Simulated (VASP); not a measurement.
A run of VASP 6.6.1 is set up as follows.

INCAR

```
  PREC = Accurate
  ENCUT = 520
  EDIFF = 1E-6
  ISMEAR = 0
  SIGMA = 0.15
  LREAL = False
  LASPH = True
  NELM = 100
  ALGO = Fast
  ISIF = 2
  LWAVE = False
  LCHARG = True
  GGA = PE
  LELF = True
  LVHAR = True
  NBANDS = 13
```

The input KPOINTS:

```
regular mesh
0
Gamma
  20 20 20
```

POSCAR

```
Ru
1.0
    0.1000169121      1.9789060458      1.9789060458
    1.9789060458      0.1000169121      1.9789060458
    1.9789060458      1.9789060458      0.1000169121
Ru
1
Direct
    0.0000000000      0.0000000000      0.0000000000
```

Potentials or basis: VASP PAW PBE potentials, release 64 (Ru_pv).

Launch:

```sh
$ cat potpaw_PBE.64/Ru_pv/POTCAR > POTCAR
$ mpirun -np 1 vasp_std > vasp.out
```

**Question.** Estimate the band gap on the k mesh.

**Answer.** Zero (band 7 reaches 13.83 eV, above the bottom of band 8 at 10.62 eV).

**Question.** What does it give for the pressure?

**Answer.** -7.7 GPa.

Stress tensor (GPa, compression positive):
```
 -7.74 -10.61 -10.61
-10.61  -7.74 -10.61
-10.61 -10.61  -7.74
```
